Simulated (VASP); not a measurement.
Input of a VASP 6.6.1 run:

The input INCAR:

```
SYSTEM = Ti4C
ALGO     = Normal         ! electronic algorithm
DIPOL    = 0.5 0.5 0.337
EDIFF    = 1E-7           ! SCF threshold, eV
EDIFFG   = -0.025         ! ionic threshold
ENCUT    = 520            ! plane-wave cutoff, eV
GGA      = PS             ! functional
GGA_COMPAT= .False.      
IBRION   = 2              ! ionic algorithm
IDIPOL   = 3            
ISIF     = 2              ! what is computed and relaxed
ISMEAR   = 0              ! smearing method
KPAR     = 4            
LASPH    = .True.         ! aspherical terms in the spheres
LCHARG   = .False.        ! write CHGCAR
LDIPOL   = .True.       
LREAL    = .False.        ! projectors in reciprocal space
LWAVE    = .False.        ! write WAVECAR
NELM     = 120            ! most SCF steps
NELMDL   = -8           
NELMIN   = 4            
NSW      = 36             ! ionic steps
PREC     = Accurate       ! precision mode
SIGMA    = 0.1            ! smearing width, eV
```

KPOINTS

```
k-points
0
Gamma
  9 7 1
  0 0 0
```

POSCAR

```
Ti4C
1.0
    2.8676282151      0.0000000000      0.0000000000
    0.0000000000      4.0554387137      0.0000000000
    0.0000000000      0.0000000000     19.6054200203
Ti C
4 1
Selective dynamics
Direct
    0.5000000000      0.5000000000      0.2040252132  F F F
    0.0000000000      0.0000000000      0.2771587704  F F F
    0.5000000000      0.5000000000      0.3434213386  F F F
    0.0000000000      0.0000000000      0.4134275120  F F F
    0.1666666667      0.5000000000      0.4450514200  F F T
```

Potentials or basis: VASP PAW PBE potentials, release 64 (Ti_sv, C).

Command:

```console
$ cat potpaw_PBE.64/Ti_sv/POTCAR potpaw_PBE.64/C/POTCAR > POTCAR
$ mpirun -np 4 vasp_std > vasp.out
```

Task: Predict the energy gained by relaxing.

Result: 86.4 meV/atom.

Task: Estimate the band gap on the k mesh.

Result: Zero (bands 26 and 27 overlap by 0.37 eV).

Final structure:
```yaml
crystal:
  lattice:
    - [2.86763, 0.00000, 0.00000]
    - [0.00000, 4.05544, 0.00000]
    - [0.00000, 0.00000, 19.60542]
  atoms:
    - { symbol: Ti, position: [0.50000, 0.50000, 0.20403] }
    - { symbol: Ti, position: [0.00000, 0.00000, 0.27716] }
    - { symbol: Ti, position: [0.50000, 0.50000, 0.34342] }
    - { symbol: Ti, position: [0.00000, 0.00000, 0.41343] }
    - { symbol: C, position: [0.16667, 0.50000, 0.42958] }
```
